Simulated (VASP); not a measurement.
# Zn in VASP: notebook

Runs on Zn. Level: PBE. Tasks: single point.

Program: VASP 6.6.1. These are calculated values, not measurements. Logs are shortened: lines on timing, memory, paths and dates and some standing lists are left out, and cuts for length are marked.

### Step 1. The cell of the first run

It takes space group Fm-3m (No. 225, cubic). Conventional cell: a = 4.126 Å, b = 4.126 Å, c = 4.126 Å, α = 90.00°, β = 90.00°, γ = 90.00°. Within 3.8 Å of Zn (site symmetry m-3m) lie 12 Zn at 2.92 Å.

This isn't the form of Zn at room conditions, which is hcp.

### Step 2. Single point, PBE (strain +0.050 along x and y, +0.050 along z)

INCAR reads:

```
PREC = Accurate
ENCUT = 520
EDIFF = 1E-7
ISMEAR = 0
SIGMA = 0.15
LREAL = False
LASPH = True
NELM = 100
ALGO = Normal
ISIF = 2
LWAVE = False
LCHARG = False
GGA = PE
NBANDS = 12
```

KPOINTS reads:

```
regular mesh
0
Gamma
  20 20 20
```

POSCAR reads:

```
Zn
1.0
    0.0000000000      2.0630148000      2.0630148000
    2.0630148000      0.0000000000      2.0630148000
    2.0630148000      2.0630148000      0.0000000000
Zn
1
Direct
    0.0000000000      0.0000000000      0.0000000000
```

Potentials or basis: VASP PAW PBE potentials, release 64 (Zn).

Launch:

```sh
$ cat potpaw_PBE.64/Zn/POTCAR > POTCAR
$ mpirun -np 1 vasp_std > vasp.out
```

OUTCAR:

```text
PREC = Accurate
   ENCUT = 520
   EDIFF = 1E-7
   ISMEAR = 0
   LREAL = False
   LASPH = True
   NELM = 100
   ISIF = 2
   GGA = PE

 ion  position               nearest neighbor table
   1  0.000  0.000  0.000-

  LATTYP: Found a face centered cubic cell.
 ALAT       =     4.1260296000

  Lattice vectors:

 A1 = (   0.0000000000,   2.0630148000,   2.0630148000)
 A2 = (   2.0630148000,   0.0000000000,   2.0630148000)
 A3 = (   2.0630148000,   2.0630148000,   0.0000000000)

Analysis of symmetry for initial positions (statically):
=====================================================================
 Subroutine PRICEL returns:
 Original cell was already a primitive cell.

 Routine SETGRP: Setting up the symmetry group for a
 face centered cubic supercell.

 Subroutine GETGRP returns: Found 48 space group operations
 (whereof 48 operations were pure point group operations)
 out of a pool of 48 trial point group operations.

The static configuration has the point symmetry O_h .

Analysis of symmetry for dynamics (positions and initial velocities):
=====================================================================
 Subroutine PRICEL returns:
 Original cell was already a primitive cell.

 Routine SETGRP: Setting up the symmetry group for a
 face centered cubic supercell.

 Subroutine GETGRP returns: Found 48 space group operations
 (whereof 48 operations were pure point group operations)
 out of a pool of 48 trial point group operations.

The dynamic configuration has the point symmetry O_h .

 Subroutine INISYM returns: Found 48 space group operations
 (whereof 48 operations are pure point group operations),
 and found     1 'primitive' translations

----------------------------------------------------------------------------------------

                                     Primitive cell

  volume of cell :      17.5605

  direct lattice vectors                    reciprocal lattice vectors
     0.000000000  2.063014800  2.063014800    -0.242363748  0.242363748  0.242363748
     2.063014800  0.000000000  2.063014800     0.242363748 -0.242363748  0.242363748
     2.063014800  2.063014800  0.000000000     0.242363748  0.242363748 -0.242363748

  length of vectors
     2.917543510  2.917543510  2.917543510     0.419786326  0.419786326  0.419786326

  position of ions in fractional coordinates (direct lattice)
     0.000000000  0.000000000  0.000000000

  ion indices of the primitive-cell ions
   primitive index   ion index
                 1           1

----------------------------------------------------------------------------------------

 KPOINTS: regular mesh

Automatic generation of k-mesh.
 Grid dimensions read from file:
 generate k-points for:   20   20   20

 Generating k-lattice:

  Cartesian coordinates                     Fractional coordinates (reciprocal lattice)
    -0.012118187  0.012118187  0.012118187     0.050000000  0.000000000  0.000000000
     0.012118187 -0.012118187  0.012118187     0.000000000  0.050000000  0.000000000
     0.012118187  0.012118187 -0.012118187     0.000000000  0.000000000  0.050000000

  Length of vectors
     0.020989316  0.020989316  0.020989316

  Shift w.r.t. Gamma in fractional coordinates (k-lattice)
     0.000000000  0.000000000  0.000000000

 Subroutine IBZKPT returns following result:
 ===========================================

 Found    256 irreducible k-points:

 Following reciprocal coordinates:
            Coordinates               Weight
  0.000000  0.000000  0.000000      1.000000
  0.050000  0.000000  0.000000      8.000000
  0.100000  0.000000  0.000000      8.000000
  0.150000  0.000000  0.000000      8.000000
  0.200000  0.000000  0.000000      8.000000
  0.250000  0.000000  0.000000      8.000000
[... 16 lines left out ...]
 -0.400000  0.050000  0.000000     24.000000
 -0.350000  0.050000  0.000000     24.000000
 [... further k-points ...]
   k-points           NKPTS =    256   k-points in BZ     NKDIM =    256   number of bands    NBANDS=     12
   number of dos      NEDOS =    301   number of ions     NIONS =      1
   total plane-waves  NPLWV =  13824
   dimension x,y,z NGX =    24 NGY =   24 NGZ =   24
   dimension x,y,z NGXF=    48 NGYF=   48 NGZF=   48
   ions per type =               1
   NGX,Y,Z   is equivalent  to a cutoff of  13.68, 13.68, 13.68 a.u.
   NGXF,Y,Z  is equivalent  to a cutoff of  27.35, 27.35, 27.35 a.u.
 SYSTEM =  unknown system
   PREC   = accura    normal or accurate (medium, high low for compatibility)
   ISTART =      0    job   : 0-new  1-cont  2-samecut
   ICHARG =      2    charge: 1-file 2-atom 10-const
   ISPIN  =      1    spin polarized calculation?
   LNONCOLLINEAR =      F non collinear calculations
   LSORBIT =      F    spin-orbit coupling
   LASPH  =      T    aspherical Exc in radial PAW
   ENCUT  =  520.0 eV  38.22 Ry    6.18 a.u.   5.42  5.42  5.42*2*pi/ulx,y,z
   NELM   =    100;   NELMIN=  2; NELMDL= -5     # of ELM steps
   EDIFF  = 0.1E-06   stopping-criterion for ELM
   LREAL  =      F    real-space projection
   EDIFFG = 0.1E-05   stopping-criterion for IOM
   NSW    =      0    number of steps for IOM
   IBRION =     -1    ionic relax: 0-MD 1-quasi-New 2-CG
   NFREE  =      0    steps in history (QN), initial steepest desc. (CG)
   ISIF   =      2    stress and relaxation
   ISYM   =      2    0-nonsym 1-usesym 2-fastsym
   POTIM  = 0.5000    time-step for ionic-motion
   TEBEG  =    0.0;   TEEND  =   0.0 temperature during run
   PSTRESS=    0.0 pullay stress
   NELECT =      12.0000    total number of electrons
   NUPDOWN=      -1.0000    fix difference up-down
   EMIN   =  10.00;   EMAX   =-10.00  energy-range for DOS
   EFERMI =   0.00;   METHOD = LEGACY
   ISMEAR =     0;   SIGMA  =   0.15  broadening in eV -4-tet -1-fermi 0-gaus
   EFERMI_NEDOS =   21; number of points for ismear=-14 and -15
   IALGO  =     38    algorithm
   IMIX   =      4    mixing-type and parameters
     AMIX     =   0.40;   BMIX     =  1.00
     AMIX_MAG =   1.60;   BMIX_MAG =  1.00
  volume/ion in A,a.u.               =      17.56       118.50
  Fermi-wavevector in a.u.,A,eV,Ry     =   1.441970  2.724928 28.290289  2.079278
  Thomas-Fermi vector in A             =   2.560543
   LORBIT       =      0    0 simple, 1 ext, 2 COOP (PROOUT), +10 PAW based schemes
   GGA     = PE    functional components
   LHFCALC =     F    Hartree Fock is set to
   AEXX    =    0.0000 exact exchange contribution
   IVDW    =     0    specifies the selected vdW correction
   LEPSILON=     F    determine dielectric tensor
   LRPA    =     F    only Hartree local field effects (RPA)
 non-spin polarized calculation
 Gauss-broadening in eV      SIGMA  =   0.15
  energy-cutoff  :      520.00
  volume of cell :       17.56
 maximum number of plane-waves:       495
 NGX is ok and might be reduce to    24
   NGX = 11   NGY = 11   NGZ = 11

 number of electron      12.0000013 magnetization

 Free energy of the ion-electron system (eV)
  ---------------------------------------------------
  ext. energy  EPLUGINS =         0.00000000
  ---------------------------------------------------
  free energy    TOTEN  =        -1.03083160 eV

  energy without entropy =       -1.02732965  energy(sigma->0) =       -1.02908062

 E-fermi :   2.1092     XC(G=0): -10.8312

 val. band max:        2.1029030555   @ k =  -0.4000   0.2000   0.0000
 cond. band min:       2.1499607555   @ k =  -0.4000   0.2500   0.0000
 fundamental gap:      0.0470577000
 Fermi energy:         2.1091679972

 k-point     1 :       0.0000    0.0000    0.0000
  band No.  band energies     occupation
      1      -7.1354      2.00000
      2      -5.1678      2.00000
      3      -5.1678      2.00000
      4      -5.1678      2.00000
      5      -4.8821      2.00000
      6      -4.8821      2.00000
      7      18.4269      0.00000
      8      18.4269      0.00000
      9      18.4269      0.00000
     10      19.9268      0.00000
     11      21.4220      0.00000
     12      21.4220      0.00000

 k-point     2 :       0.0500    0.0000    0.0000
  band No.  band energies     occupation
      1      -7.0672      2.00000
      2      -5.1721      2.00000
      3      -5.1611      2.00000
      4      -5.1611      2.00000
      5      -4.8840      2.00000
      6      -4.8840      2.00000
      7      17.2591      0.00000
      8      18.2243      0.00000
      9      18.2243      0.00000
     10      19.5741      0.00000
     11      21.7347      0.00000
     12      21.7347      0.00000

 k-point     3 :       0.1000    0.0000    0.0000
  band No.  band energies     occupation
      1      -6.8653      2.00000
      2      -5.1817      2.00000
      3      -5.1431      2.00000
      4      -5.1431      2.00000
      5      -4.8877      2.00000
      6      -4.8877      2.00000
      7      15.1288      0.00000
      8      17.7803      0.00000
      9      17.7803      0.00000
     10      19.4052      0.00000
     11      22.5000      0.00000
     12      22.5000      0.00000
[... 286 lines left out ...]
 k-point    23 :      -0.4000    0.0500    0.0000
  band No.  band energies     occupation
      1      -5.6522      2.00000
      2      -5.1632      2.00000
      3      -5.1501      2.00000
      4      -4.7073      2.00000
      5      -4.7034      2.00000
      6      -1.9266      2.00000
      7       2.7572      0.00000
      8      14.6385      0.00000
      9      15.9818      0.00000
     10      18.1887      0.00000
     11      19.8351      0.00000
     12      20.8074      0.00000

 k-point    24 :      -0.3500    0.0500    0.0000
  band No.  band energies     occupation
      1      -5.6376      2.00000
      2      -5.1469      2.00000
      3      -5.1356      2.00000
      4      -4.7529      2.00000
      5      -4.7390      2.00000
      6      -3.0039      2.00000
      7       4.4195      0.00000
      8      14.5809      0.00000
      9      16.3967      0.00000
     10      18.5683      0.00000
     11      20.0073      0.00000
     12      20.9014      0.00000

 [... further k-points ...]

------------------------ aborting loop because EDIFF is reached ----------------------------------------

  FORCE on cell =-STRESS in cart. coord.  units (eV):
  Direction    XX          YY          ZZ          XY          YZ          ZX
  --------------------------------------------------------------------------------------
  -------------------------------------------------------------------------------------
  Total       -0.7448942     -0.7448942     -0.7448942      0.0000000     -0.0000000      0.0000000
  in kB      -67.9623150    -67.9623150    -67.9623150      0.0000000     -0.0000000      0.0000000
  external PRESSURE =     -67.9623150 kB  Pullay stress =       0.0000000 kB

 VOLUME and BASIS-vectors are now :
 -----------------------------------------------------------------------------
  energy-cutoff  :      520.00
  volume of cell :       17.56
      direct lattice vectors                 reciprocal lattice vectors
     0.000000000  2.063014800  2.063014800    -0.242363748  0.242363748  0.242363748
     2.063014800  0.000000000  2.063014800     0.242363748 -0.242363748  0.242363748
     2.063014800  2.063014800  0.000000000     0.242363748  0.242363748 -0.242363748

 POSITION                                       TOTAL-FORCE (eV/Angst)
 -----------------------------------------------------------------------------------
      0.00000      0.00000      0.00000         0.000000     -0.000000     -0.000000
 -----------------------------------------------------------------------------------
    total drift:                                0.000000      0.000000     -0.000000

  FREE ENERGIE OF THE ION-ELECTRON SYSTEM (eV)
  ---------------------------------------------------
  free  energy   TOTEN  =        -1.0308316007 eV

  energy  without entropy=       -1.0273296460  energy(sigma->0) =       -1.02908062
```

It took 25 s on 1 thread of Intel Xeon 8259CL, shared host; peak memory 0.18 GiB.

What came out:

```yaml
Free_energy: -1.0308 eV
Pressure: -6.8 GPa
Band_gap_on_the_k_mesh: zero (bands 6 and 7 overlap by 3.77 eV)
```

Caveat: the cell differs from its parent crystal (strain +0.050 along x and y, +0.050 along z); the cell stands under tension.

### Step 3. Single point, PBE (strain -0.025 along x and y, -0.050 along z)

INCAR reads:

```
PREC     = Accurate       # precision mode
ENCUT    = 520            # plane-wave cutoff, eV
EDIFF    = 1E-7           # SCF threshold, eV
ISMEAR   = 0              # smearing method
SIGMA    = 0.15           # smearing width, eV
LREAL    = False          # projectors in reciprocal space
LASPH    = True           # aspherical terms in the spheres
NELM     = 100            # most SCF steps
ALGO     = Fast           # electronic algorithm
ISIF     = 2              # what is computed and relaxed
LWAVE    = False          # write WAVECAR
LCHARG   = False          # write CHGCAR
GGA      = PE             # functional
NBANDS   = 12             # bands
```

KPOINTS reads:

```
Automatic mesh
0
Gamma
  20 20 20
```

POSCAR reads:

```
Zn
1.0
    0.0000000000      1.9156566000      1.8665372000
    1.9156566000      0.0000000000      1.8665372000
    1.9156566000      1.9156566000      0.0000000000
Zn
1
Direct
    0.0000000000      0.0000000000      0.0000000000
```

Potentials or basis: VASP PAW PBE potentials, release 64 (Zn).

Launch:

```sh
$ cat potpaw_PBE.64/Zn/POTCAR > POTCAR
$ mpirun -np 1 vasp_std > vasp.out
```

Wall time 68 s (1 thread of Intel Xeon 8259CL, shared host); peak memory 0.21 GiB.

Results (log left out):

```yaml
Free_energy: -1.0447 eV
Pressure: 9.7 GPa
Band_gap_on_the_k_mesh: zero (bands 6 and 7 overlap by 3.49 eV)
```

Stress tensor (GPa, compression positive):
```
 8.83  0.00  0.00
 0.00  8.83  0.00
 0.00  0.00 11.38
```

Levels at points of the mesh, in eV from the Fermi level:
```tsv
k point	band 2	band 3	band 4	band 5	band 6	band 7	band 8	band 9	band 10	band 11
(0.00, 0.00, 0.00)	-7.98	-7.98	-7.91	-7.54	-7.46	19.63	19.65	19.72	19.72	22.33
(0.50, 0.00, 0.00)	-8.00	-7.93	-7.18	-7.14	-3.40	-1.24	16.06	16.66	18.28	19.70
(0.50, 0.50, 0.00)	-8.70	-7.18	-7.07	-7.07	-0.99	2.53	8.54	8.54	12.41	13.95
(0.50, 0.00, 0.50)	-8.71	-7.18	-7.10	-7.05	-1.47	1.85	9.04	9.18	12.89	14.56
```

Caveat: the cell differs from its parent crystal (strain -0.025 along x and y, -0.050 along z); the cell stands under pressure.

### Step 4. Single point, PBE (strain -0.050 along x and y, +0.025 along z)

INCAR reads:

```
SYSTEM = Zn
  PREC = Accurate
  ENCUT = 520
  EDIFF = 1E-6
  ISMEAR = 0
  SIGMA = 0.15
  LREAL = .FALSE.
  LASPH = .TRUE.
  NELM = 60
  ALGO = Normal
  ISIF = 2
  LWAVE = .FALSE.
  LCHARG = .FALSE.
  GGA = PE
  NBANDS = 12
```

KPOINTS reads:

```
regular mesh
0
G
  20 20 20
  0 0 0
```

POSCAR reads:

```
Zn
1.0
    0.0000000000      1.8665372000      2.0138954000
    1.8665372000      0.0000000000      2.0138954000
    1.8665372000      1.8665372000      0.0000000000
Zn
1
Direct
    0.0000000000      0.0000000000      0.0000000000
```

Launch:

```sh
$ cat potpaw_PBE.64/Zn/POTCAR > POTCAR
$ mpirun -np 1 vasp_std > vasp.out
```

It took 61 s on 1 thread of Intel Xeon 8259CL, shared host; peak memory 0.21 GiB.

It converged, with:

```yaml
Free_energy: -1.0483 eV
Pressure: 7.4 GPa
Band_gap_on_the_k_mesh: zero (bands 6 and 7 overlap by 3.62 eV)
```

Stress tensor (GPa, compression positive):
```
9.83 0.00 0.00
0.00 9.83 0.00
0.00 0.00 2.61
```

Levels at points of the mesh, in eV from the Fermi level:
| k point | band 3 | band 4 | band 5 | band 6 | band 7 | band 8 | band 9 | band 10 |
| --- | --- | --- | --- | --- | --- | --- | --- | --- |
| (0.00, 0.00, 0.00) | -7.79 | -7.79 | -7.55 | -7.33 | 19.33 | 19.33 | 19.55 | 19.58 |
| (0.50, 0.00, 0.00) | -7.78 | -7.15 | -7.07 | -3.26 | -1.25 | 14.54 | 17.34 | 18.47 |
| (0.50, 0.50, 0.00) | -7.11 | -7.04 | -7.04 | -2.05 | 0.74 | 9.91 | 9.91 | 13.51 |
| (0.50, 0.00, 0.50) | -7.13 | -7.10 | -6.95 | -0.77 | 2.66 | 8.11 | 8.55 | 12.19 |

Caveat: the cell differs from its parent crystal (strain -0.050 along x and y, +0.025 along z); the cell stands under pressure.

### Step 5. Single point, PBE (strain -0.025 along x and y, +0.000 along z)

INCAR reads:

```
ALGO = Normal
EDIFF = 1E-7
ENCUT = 520
GGA = PE
ISIF = 2
ISMEAR = 0
LASPH = T
LCHARG = F
LREAL = F
LWAVE = F
NBANDS = 12
NELM = 80
PREC = Accurate
SIGMA = 0.15
```

KPOINTS reads:

```
k-points
0
Gamma
  20 20 20
```

POSCAR reads:

```
Zn
1.0
    0.0000000000      1.9156566000      1.9647760000
    1.9156566000      0.0000000000      1.9647760000
    1.9156566000      1.9156566000      0.0000000000
Zn
1
Direct
    0.0000000000      0.0000000000      0.0000000000
```

Launch:

```sh
$ cat potpaw_PBE.64/Zn/POTCAR > POTCAR
$ mpirun -np 1 vasp_std > vasp.out
```

Run time: 84 s. Hardware: 1 thread of Intel Xeon 8259CL, shared host; peak memory 0.21 GiB.

The run converged. Its results:

| Quantity | Value |
| --- | --- |
| Free energy | -1.0761 eV |
| Pressure | 4.4 GPa |
| Band gap on the k mesh | zero (bands 6 and 7 overlap by 3.60 eV) |

Stress tensor (GPa, compression positive):
```
5.24 0.00 0.00
0.00 5.24 0.00
0.00 0.00 2.76
```

Levels at points of the mesh, in eV from the Fermi level:
```
           k point  band 3  band 4  band 5  band 6  band 7  band 8  band 9  band 10
(0.00, 0.00, 0.00)   -7.76   -7.76   -7.40   -7.33   18.94   18.94   19.02    19.26
(0.50, 0.00, 0.00)   -7.76   -7.07   -7.04   -3.14   -1.31   15.38   16.21    17.86
(0.50, 0.50, 0.00)   -7.07   -6.98   -6.98   -1.43    1.48    9.02    9.02    12.69
(0.50, 0.00, 0.50)   -7.07   -7.00   -6.95   -1.00    2.11    8.43    8.57    12.25
```

Caveat: the cell differs from its parent crystal (strain -0.025 along x and y, +0.000 along z); the cell stands under pressure.

### Step 6. Overview

```csv
cell,gap on the mesh (eV),pressure (GPa)
"a = 2.918 Å, angles 60.0°, 1 atom",none,-6.8
"a = 2.675, b = 2.675, c = 2.709 Å, angles 59.6, 59.6, 60.9°, 1 atom",none,9.7
"a = 2.746, b = 2.746, c = 2.640 Å, angles 61.3, 61.3, 57.5°, 1 atom",none,7.4
"a = 2.744, b = 2.744, c = 2.709 Å, angles 60.4, 60.4, 59.2°, 1 atom",none,4.4
```

Alike in all rows: task single point; level PBE; potentials or basis VASP PAW PBE potentials, release 64 (Zn); no spin polarisation; k mesh 20 × 20 × 20; cutoff (eV) 520; smearing gaussian 0.15 eV.

Caveats: the cell stands under pressure (at least some runs); the cell stands under tension (at least some runs).

Total energies depend on the potentials used, so only differences within one code and one set of settings carry meaning.
